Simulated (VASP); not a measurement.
TiO2: single point with r2SCAN

Crystal: TiO2.

```
Ti O
1.0
     0.00000    2.27411    2.39683
     2.27411    0.00000    2.39683
     2.27411    2.27411    0.00000
Ti O
1 2
Direct
  0.00000 0.00000 0.00000
  0.25000 0.25000 0.25000
  0.75000 0.75000 0.75000
```

This cell differs from its parent crystal: biaxial xy strain -5.1%.

```
Program             : VASP 6.6.1
Task                : single point
Functional          : r2SCAN
Potentials or basis : VASP PAW PBE potentials, release 64 (Ti_sv, O)
Cutoff              : 520 eV
k mesh              : 10 × 10 × 10
Occupations         : gaussian, width 0.01 eV
Spin                : no spin polarisation
```

```json
{"Pressure": "38.8 GPa", "Band gap on the k mesh": "1.20 eV, indirect (least direct gap 1.98 eV)"}
```

Stress tensor (GPa, compression positive):
```
50.70  0.00  0.00
 0.00 50.70  0.00
 0.00  0.00 14.92
```

Levels at points of the mesh, in eV from the valence-band top:
```csv
k point,band 10,band 11,band 12,band 13,band 14,band 15
"(0.00, 0.00, 0.00)",-1.87,-0.94,-0.94,1.20,1.55,6.23
"(0.50, 0.00, 0.00)",-3.83,-3.16,-3.08,1.72,1.88,3.49
"(0.50, 0.50, 0.00)",-2.48,-2.48,-0.69,2.12,2.28,3.31
"(0.50, 0.00, 0.50)",-3.27,-2.20,0.00,1.98,2.56,3.72
```

It took 2.2 min on 1 thread of Intel(R) Xeon(R) Platinum 8488C (Sapphire Rapids), with other jobs on the host, peak memory 0.18 GiB.

Caveat: the cell differs from its parent crystal (biaxial xy strain -5.1%); the PAW data sets were made with another functional, which shifts forces and pressure a little. A k mesh can miss the band edges.
